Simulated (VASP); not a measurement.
# Ir (I4/mmm) in VASP: further runs, part 2 of 2

VASP 6.6.1. Earlier steps stand in the parts before.

## Step 4: Single point, PBE (15.42 Å³/atom)

Input file INCAR:

```
SYSTEM = Ir
  ALGO = Fast
  EDIFF = 1E-6
  ENCUT = 520
  GGA = PE
  ISIF = 2
  ISMEAR = 0
  LASPH = .TRUE.
  LCHARG = .FALSE.
  LREAL = .FALSE.
  LWAVE = .FALSE.
  NBANDS = 10
  NELM = 80
  PREC = Accurate
  SIGMA = 0.15
```

Input file KPOINTS:

```
k-points
0
G
  22 22 22
  0 0 0
```

Input file POSCAR:

```
Ir
1.0
    0.0000000000      2.1526680732      1.6640124206
    2.1526680732      0.0000000000      1.6640124206
    2.1526680732      2.1526680732      0.0000000000
Ir
1
Direct
    0.0000000000      0.0000000000      0.0000000000
```

Potentials or basis: VASP PAW PBE potentials, release 64 (Ir).

Command:

```console
cat potpaw_PBE.64/Ir/POTCAR > POTCAR
mpirun -np 1 vasp_std > vasp.out
```

OUTCAR:

```text
SYSTEM = Ir
   EDIFF = 1E-6
   ENCUT = 520
   GGA = PE
   ISIF = 2
   ISMEAR = 0
   LASPH = .TRUE.
   LREAL = .FALSE.
   NELM = 80
   PREC = Accurate

 ion  position               nearest neighbor table
   1  0.000  0.000  0.000-

  LATTYP: Found a body centered tetragonal cell.
 ALAT       =     3.0443323844
 C/A-ratio  =     1.0931870837

  Lattice vectors:

 A1 = (   0.0000000000,  -2.1526680732,  -1.6640124206)
 A2 = (   0.0000000000,   2.1526680732,  -1.6640124206)
 A3 = (   2.1526680732,   0.0000000000,   1.6640124206)

Analysis of symmetry for initial positions (statically):
=====================================================================
 Subroutine PRICEL returns:
 Original cell was already a primitive cell.

 Routine SETGRP: Setting up the symmetry group for a
 body centered tetragonal supercell.

 Subroutine GETGRP returns: Found 16 space group operations
 (whereof 16 operations were pure point group operations)
 out of a pool of 16 trial point group operations.

The static configuration has the point symmetry D_4h.

Analysis of symmetry for dynamics (positions and initial velocities):
=====================================================================
 Subroutine PRICEL returns:
 Original cell was already a primitive cell.

 Routine SETGRP: Setting up the symmetry group for a
 body centered tetragonal supercell.

 Subroutine GETGRP returns: Found 16 space group operations
 (whereof 16 operations were pure point group operations)
 out of a pool of 16 trial point group operations.

The dynamic configuration has the point symmetry D_4h.

 Subroutine INISYM returns: Found 16 space group operations
 (whereof 16 operations are pure point group operations),
 and found     1 'primitive' translations

----------------------------------------------------------------------------------------

                                     Primitive cell

  volume of cell :      15.4220

  direct lattice vectors                    reciprocal lattice vectors
     0.000000000  2.152668073  1.664012421    -0.232269901  0.232269901  0.300478526
     2.152668073  0.000000000  1.664012421     0.232269901 -0.232269901  0.300478526
     2.152668073  2.152668073  0.000000000     0.232269901  0.232269901 -0.300478526

  length of vectors
     2.720830235  2.720830235  3.044332384     0.445180816  0.445180816  0.445180816

  position of ions in fractional coordinates (direct lattice)
     0.000000000  0.000000000  0.000000000

  ion indices of the primitive-cell ions
   primitive index   ion index
                 1           1

----------------------------------------------------------------------------------------

 KPOINTS: k-points

Automatic generation of k-mesh.
 Grid dimensions read from file:
 generate k-points for:   22   22   22

 Generating k-lattice:

  Cartesian coordinates                     Fractional coordinates (reciprocal lattice)
    -0.010557723  0.010557723  0.013658115     0.045454545 -0.000000000  0.000000000
     0.010557723 -0.010557723  0.013658115    -0.000000000  0.045454545  0.000000000
     0.010557723  0.010557723 -0.013658115     0.000000000  0.000000000  0.045454545

  Length of vectors
     0.020235492  0.020235492  0.020235492

  Shift w.r.t. Gamma in fractional coordinates (k-lattice)
     0.000000000  0.000000000  0.000000000

 Subroutine IBZKPT returns following result:
 ===========================================

 Found    834 irreducible k-points:

 Following reciprocal coordinates:
            Coordinates               Weight
  0.000000  0.000000  0.000000      1.000000
  0.045455  0.000000  0.000000      8.000000
  0.090909  0.000000  0.000000      8.000000
  0.136364  0.000000  0.000000      8.000000
  0.181818  0.000000  0.000000      8.000000
  0.227273  0.000000  0.000000      8.000000
[... 16 lines left out ...]
  0.500000  0.045455  0.000000      8.000000
 -0.454545  0.045455  0.000000      8.000000
 [... further k-points ...]
   k-points           NKPTS =    834   k-points in BZ     NKDIM =    834   number of bands    NBANDS=     10
   number of dos      NEDOS =    301   number of ions     NIONS =      1
   total plane-waves  NPLWV =   9600
   dimension x,y,z NGX =    20 NGY =   20 NGZ =   24
   dimension x,y,z NGXF=    40 NGYF=   40 NGZF=   48
   ions per type =               1
   NGX,Y,Z   is equivalent  to a cutoff of  12.22, 12.22, 13.11 a.u.
   NGXF,Y,Z  is equivalent  to a cutoff of  24.44, 24.44, 26.21 a.u.
 SYSTEM =  Ir
   PREC   = accura    normal or accurate (medium, high low for compatibility)
   ISTART =      0    job   : 0-new  1-cont  2-samecut
   ICHARG =      2    charge: 1-file 2-atom 10-const
   ISPIN  =      1    spin polarized calculation?
   LNONCOLLINEAR =      F non collinear calculations
   LSORBIT =      F    spin-orbit coupling
   LASPH  =      T    aspherical Exc in radial PAW
   ENCUT  =  520.0 eV  38.22 Ry    6.18 a.u.   5.06  5.06  5.66*2*pi/ulx,y,z
   NELM   =     80;   NELMIN=  2; NELMDL= -5     # of ELM steps
   EDIFF  = 0.1E-05   stopping-criterion for ELM
   LREAL  =      F    real-space projection
   EDIFFG = 0.1E-04   stopping-criterion for IOM
   NSW    =      0    number of steps for IOM
   IBRION =     -1    ionic relax: 0-MD 1-quasi-New 2-CG
   NFREE  =      0    steps in history (QN), initial steepest desc. (CG)
   ISIF   =      2    stress and relaxation
   ISYM   =      2    0-nonsym 1-usesym 2-fastsym
   POTIM  = 0.5000    time-step for ionic-motion
   TEBEG  =    0.0;   TEEND  =   0.0 temperature during run
   PSTRESS=    0.0 pullay stress
   NELECT =       9.0000    total number of electrons
   NUPDOWN=      -1.0000    fix difference up-down
   EMIN   =  10.00;   EMAX   =-10.00  energy-range for DOS
   EFERMI =   0.00;   METHOD = LEGACY
   ISMEAR =     0;   SIGMA  =   0.15  broadening in eV -4-tet -1-fermi 0-gaus
   EFERMI_NEDOS =   21; number of points for ismear=-14 and -15
   IALGO  =     68    algorithm
   IMIX   =      4    mixing-type and parameters
     AMIX     =   0.40;   BMIX     =  1.00
     AMIX_MAG =   1.60;   BMIX_MAG =  1.00
  volume/ion in A,a.u.               =      15.42       104.07
  Fermi-wavevector in a.u.,A,eV,Ry     =   1.368071  2.585280 25.464928  1.871619
  Thomas-Fermi vector in A             =   2.494068
   LORBIT       =      0    0 simple, 1 ext, 2 COOP (PROOUT), +10 PAW based schemes
   GGA     = PE    functional components
   LHFCALC =     F    Hartree Fock is set to
   AEXX    =    0.0000 exact exchange contribution
   IVDW    =     0    specifies the selected vdW correction
   LEPSILON=     F    determine dielectric tensor
   LRPA    =     F    only Hartree local field effects (RPA)
 non-spin polarized calculation
 RMM-DIIS sequential band-by-band and
 Gauss-broadening in eV      SIGMA  =   0.15
  energy-cutoff  :      520.00
  volume of cell :       15.42
 maximum number of plane-waves:       430
   NGX = 11   NGY = 11   NGZ = 11

 number of electron       8.9999999 magnetization

 Free energy of the ion-electron system (eV)
  ---------------------------------------------------
  ext. energy  EPLUGINS =         0.00000000
  ---------------------------------------------------
  free energy    TOTEN  =        -8.34247168 eV

  energy without entropy =       -8.32017047  energy(sigma->0) =       -8.33132108

 E-fermi :   8.7794     XC(G=0): -13.4641

 val. band max:        8.7790516887   @ k =   0.3182   0.1818   0.0909
 cond. band min:       8.7797401975   @ k =   0.4545   0.0455   0.4091
 fundamental gap:      0.0006885089
 Fermi energy:         8.7793608071

 k-point     1 :       0.0000    0.0000    0.0000
  band No.  band energies     occupation
      1      -1.2331      2.00000
      2       5.2800      2.00000
      3       5.2800      2.00000
      4       6.0198      2.00000
      5       7.5661      2.00000
      6       8.7413      1.28044
      7      24.6185      0.00000
      8      26.3209      0.00000
      9      26.3209      0.00000
     10      34.7416      0.00000

 k-point     2 :       0.0455    0.0000    0.0000
  band No.  band energies     occupation
      1      -1.1461      2.00000
      2       5.2814      2.00000
      3       5.3037      2.00000
      4       6.0329      2.00000
      5       7.5369      2.00000
      6       8.7155      1.45264
      7      24.7328      0.00000
      8      26.3441      0.00000
      9      26.4526      0.00000
     10      33.3517      0.00000
[... 274 lines left out ...]
 k-point    24 :      -0.4545    0.0455    0.0000
  band No.  band energies     occupation
      1       1.8915      2.00000
      2       4.2329      2.00000
      3       7.1090      2.00000
      4       8.0074      2.00000
      5       9.4695      0.00000
      6      10.4320      0.00000
      7      16.2400      0.00000
      8      22.4105      0.00000
      9      25.9457      0.00000
     10      31.6389      0.00000

 [... further k-points ...]
[... 5 lines left out ...]
  --------------------------------------------------------------------------------------
  -------------------------------------------------------------------------------------
  Total       -2.0457855     -2.0457855      1.4447609      0.0000000      0.0000000      0.0000000
  in kB     -212.5347639   -212.5347639    150.0948780      0.0000000      0.0000000      0.0000000
  external PRESSURE =     -91.6582166 kB  Pullay stress =       0.0000000 kB

 VOLUME and BASIS-vectors are now :
 -----------------------------------------------------------------------------
  energy-cutoff  :      520.00
  volume of cell :       15.42
      direct lattice vectors                 reciprocal lattice vectors
     0.000000000  2.152668073  1.664012421    -0.232269901  0.232269901  0.300478526
     2.152668073  0.000000000  1.664012421     0.232269901 -0.232269901  0.300478526
     2.152668073  2.152668073  0.000000000     0.232269901  0.232269901 -0.300478526

 POSITION                                       TOTAL-FORCE (eV/Angst)
 -----------------------------------------------------------------------------------
      0.00000      0.00000      0.00000         0.000000      0.000000      0.000000
 -----------------------------------------------------------------------------------
    total drift:                               -0.000000      0.000000      0.000000

  FREE ENERGIE OF THE ION-ELECTRON SYSTEM (eV)
  ---------------------------------------------------
  free  energy   TOTEN  =        -8.3424716838 eV

  energy  without entropy=       -8.3201704691  energy(sigma->0) =       -8.33132108
```

It took 2.8 min on 1 thread of Intel Xeon 8259CL, shared host; peak memory 0.25 GiB.

What came out:

```
Free energy            : -8.3425 eV
Pressure               : -9.2 GPa
Band gap on the k mesh : zero (an odd number of electrons rules out a gap without spin polarisation)
```

Caveat: the stress differs along the axes, from -21 to 15 GPa; spin-orbit coupling is left out, which moves the levels of the heavy elements.

## Step 5: Single point, PBE (15.42 Å³/atom)

Input file INCAR:

```
PREC     = Accurate       # precision mode
ENCUT    = 520            # plane-wave cutoff, eV
EDIFF    = 1E-6           # SCF threshold, eV
ISMEAR   = 0              # smearing method
SIGMA    = 0.15           # smearing width, eV
LREAL    = False          # projectors in reciprocal space
LASPH    = True           # aspherical terms in the spheres
NELM     = 80             # most SCF steps
ALGO     = Fast           # electronic algorithm
ISIF     = 2              # what is computed and relaxed
LWAVE    = False          # write WAVECAR
LCHARG   = False          # write CHGCAR
GGA      = PE             # functional
NBANDS   = 10             # bands
```

Input file KPOINTS:

```
regular mesh
0
Gamma
  22 22 22
```

Input file POSCAR:

```
Ir
1.0
    0.0000000000      2.0098308706      1.9089373609
    2.0098308706      0.0000000000      1.9089373609
    2.0098308706      2.0098308706      0.0000000000
Ir
1
Direct
    0.0000000000      0.0000000000      0.0000000000
```

Command:

```console
cat potpaw_PBE.64/Ir/POTCAR > POTCAR
mpirun -np 1 vasp_std > vasp.out
```

It took 3.8 min on 1 thread of Intel Xeon 8259CL, shared host; peak memory 0.26 GiB.

The run converged. Its results:

```yaml
Free_energy: -8.7753 eV
Pressure: -17.6 GPa
Band_gap_on_the_k_mesh: zero (an odd number of electrons rules out a gap without spin polarisation)
```

Stress tensor (GPa, compression positive):
```
-22.45   0.00   0.00
  0.00 -22.45   0.00
  0.00   0.00  -7.95
```

Levels at points of the mesh, in eV from the Fermi level:
| k point | band 2 | band 3 | band 4 | band 5 | band 6 | band 7 |
| --- | --- | --- | --- | --- | --- | --- |
| (0.00, 0.00, 0.00) | -3.54 | -3.54 | -2.97 | -1.42 | -0.67 | 14.54 |
| (0.50, 0.00, 0.00) | -3.76 | -3.12 | -0.48 | 0.61 | 0.96 | 6.48 |
| (0.50, 0.50, 0.00) | -6.44 | 0.73 | 1.32 | 1.32 | 2.47 | 10.29 |
| (0.50, 0.00, 0.50) | -6.37 | 0.74 | 0.98 | 1.44 | 1.53 | 9.00 |

Caveat: the stress differs along the axes, from -22 to -8 GPa; spin-orbit coupling is left out, which moves the levels of the heavy elements.

## Step 6: Single point, PBE (15.42 Å³/atom)

Input file INCAR:

```
SYSTEM = Ir
PREC = Accurate
ENCUT = 520
EDIFF = 1E-7
ISMEAR = 0
SIGMA = 0.15
LREAL = .False.
LASPH = .True.
NELM = 80
ALGO = Normal
ISIF = 2
LWAVE = .False.
LCHARG = .True.
GGA = PE
LELF = .True.
LVHAR = .True.
NBANDS = 10
```

Input file KPOINTS:

```
Automatic mesh
0
Gamma
  22 22 22
  0 0 0
```

Input file POSCAR:

```
Ir
1.0
    0.0000000000      2.1159880866      1.7222027037
    2.1159880866      0.0000000000      1.7222027037
    2.1159880866      2.1159880866      0.0000000000
Ir
1
Direct
    0.0000000000      0.0000000000      0.0000000000
```

Potentials or basis: VASP PAW PBE potentials, release 64 (Ir).

Command:

```console
cat potpaw_PBE.64/Ir/POTCAR > POTCAR
mpirun -np 1 vasp_std > vasp.out
```

Wall time 2.4 min (1 thread of Intel Xeon 8259CL, shared host); peak memory 0.25 GiB.

The run converged. Its results:

```yaml
Free_energy: -8.4724 eV
Pressure: -11.6 GPa
Band_gap_on_the_k_mesh: zero (an odd number of electrons rules out a gap without spin polarisation)
```

Stress tensor (GPa, compression positive):
```
-25.06   0.00   0.00
  0.00 -25.06   0.00
  0.00   0.00  15.22
```

Levels at points of the mesh, in eV from the Fermi level:
| k point | band 1 | band 2 | band 3 | band 4 | band 5 | band 6 | band 7 | band 8 |
| --- | --- | --- | --- | --- | --- | --- | --- | --- |
| (0.00, 0.00, 0.00) | -10.08 | -3.62 | -3.62 | -2.47 | -1.67 | -0.05 | 15.34 | 17.88 |
| (0.50, 0.00, 0.00) | -7.05 | -4.49 | -1.82 | -0.27 | 0.13 | 1.61 | 6.87 | 13.51 |
| (0.50, 0.50, 0.00) | -6.58 | -6.48 | 0.94 | 1.43 | 1.43 | 4.99 | 9.11 | 9.11 |
| (0.50, 0.00, 0.50) | -6.91 | -5.83 | 0.29 | 0.32 | 0.64 | 2.02 | 8.06 | 12.09 |

Caveat: the stress differs along the axes, from -25 to 15 GPa; spin-orbit coupling is left out, which moves the levels of the heavy elements.

## Step 7: Overview

```tsv
cell	gap on the mesh (eV)	pressure (GPa)
a = 2.739, b = 2.739, c = 2.942 Å, angles 57.5, 57.5, 65.0°, 1 atom	none	-14.0
a = 2.724, b = 2.724, c = 3.261 Å, angles 53.2, 53.2, 73.5°, 1 atom	none	-9.1
a = 2.721, b = 2.721, c = 3.044 Å, angles 56.0, 56.0, 68.0°, 1 atom	none	-9.2
a = 2.772, b = 2.772, c = 2.842 Å, angles 59.2, 59.2, 61.7°, 1 atom	none	-17.6
a = 2.728, b = 2.728, c = 2.992 Å, angles 56.7, 56.7, 66.5°, 1 atom	none	-11.6
```

Alike in all rows: task single point; level PBE; potentials or basis VASP PAW PBE potentials, release 64 (Ir); no spin polarisation; k mesh 22 × 22 × 22; cutoff (eV) 520; smearing gaussian 0.15 eV.

Caveats: spin-orbit coupling is left out, which moves the levels of the heavy elements; the stress differs along the axes, from -26 to 10 GPa (at least some runs); the stress differs along the axes, from -29 to 1 GPa (at least some runs); the stress differs along the axes, from -21 to 15 GPa (at least some runs); the stress differs along the axes, from -22 to -8 GPa (at least some runs); the stress differs along the axes, from -25 to 15 GPa (at least some runs).

Total energies depend on the potentials used, so only differences within one code and one set of settings carry meaning.
